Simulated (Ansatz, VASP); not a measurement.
## TaTe: VASP beside Ansatz

```xyz
2
Lattice="0.0000 2.8498 2.8498 2.8498 0.0000 2.8498 2.8498 2.8498 0.0000" Properties=species:S:1:pos:R:3 pbc="T T T"
Ta    0.0000    0.0000    0.0000
Te    2.8498    2.8498    2.8498
```

Alike in both runs: functional PBE; k mesh 16 × 16 × 16; occupations gaussian, width 0.1 eV; no spin polarisation.

Ansatz relaxed the structure, and its values are those at the end. VASP's run is a single point on that final structure, the one shown.

|  | VASP | Ansatz |
| --- | --- | --- |
| version | VASP 6.6.1 | Ansatz 0.2.0 |
| potentials or method | VASP PAW PBE potentials, release 64 (Ta_pv, Te), cutoff 520 eV | scalar-relativistic, plane waves, PAW |
| valence electrons in the cell | 17 | 29 |

```tsv
	VASP	Ansatz	Ansatz less VASP
gap on the k mesh at the Fermi level (eV)	none	none	-
pressure (GPa)	0.0	0.0	-0.04
```

A gap of «none» marks a metal or a gap that the smearing closes. VASP's potentials hold 17 valence electrons a cell and Ansatz's 29, so a difference there can come from the potentials and not from the codes.

Neither program's run includes spin-orbit coupling.
